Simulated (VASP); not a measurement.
Runs of VASP 6.6.1 on Cu. The structure is that of space group P6_3/mmc (No. 194), or close to it. The cells are those of the table. 

| task | cell | cutoff (eV) | gap on the mesh (eV) | pressure (GPa) |
| --- | --- | --- | --- | --- |
| relaxation of cell and atoms | relaxed from a = 2.560, b = 2.560, c = 4.180 Å, angles 90.0, 90.0, 120.0°, 2 atoms | 600 | none | -0.1 |
| single point | a = 2.382, b = 2.382, c = 3.922 Å, angles 90.0, 90.0, 120.0°, 2 atoms | 520 | none | 40.8 |
| single point | a = 2.342, b = 2.342, c = 3.854 Å, angles 90.0, 90.0, 120.0°, 2 atoms | 520 | none | 60.8 |
| relaxation of cell and atoms | relaxed to 60 GPa from a = 2.560, b = 2.560, c = 4.180 Å, angles 90.0, 90.0, 120.0°, 2 atoms | 600 | none | 60.3 |
| single point | a = 2.434, b = 2.434, c = 4.010 Å, angles 90.0, 90.0, 120.0°, 2 atoms | 520 | none | (a) |
| relaxation of cell and atoms | relaxed to 40 GPa from a = 2.560, b = 2.560, c = 4.180 Å, angles 90.0, 90.0, 120.0°, 2 atoms | 600 | none | 40.1 |
| single point | a = 2.511, b = 2.511, c = 4.143 Å, angles 90.0, 90.0, 120.0°, 2 atoms | 520 | none | 0.7 |
| relaxation of cell and atoms | relaxed to 20 GPa from a = 2.560, b = 2.560, c = 4.180 Å, angles 90.0, 90.0, 120.0°, 2 atoms | 600 | none | 19.8 |

Alike in all rows: level PBEsol; potentials or basis VASP PAW PBE potentials, release 64 (Cu); no spin polarisation; k mesh 11 × 11 × 6; smearing methfessel-paxton 0.05 eV.

Question: Estimate the missing entries.

Answer: (a) 20.7.

Caveats: the PAW data sets were made with another functional, which shifts forces and pressure a little; the cell is relaxed towards a set pressure, so the enthalpy falls and the energy may rise (some runs).

A gap of «none» marks levels without a gap at the run's occupations.
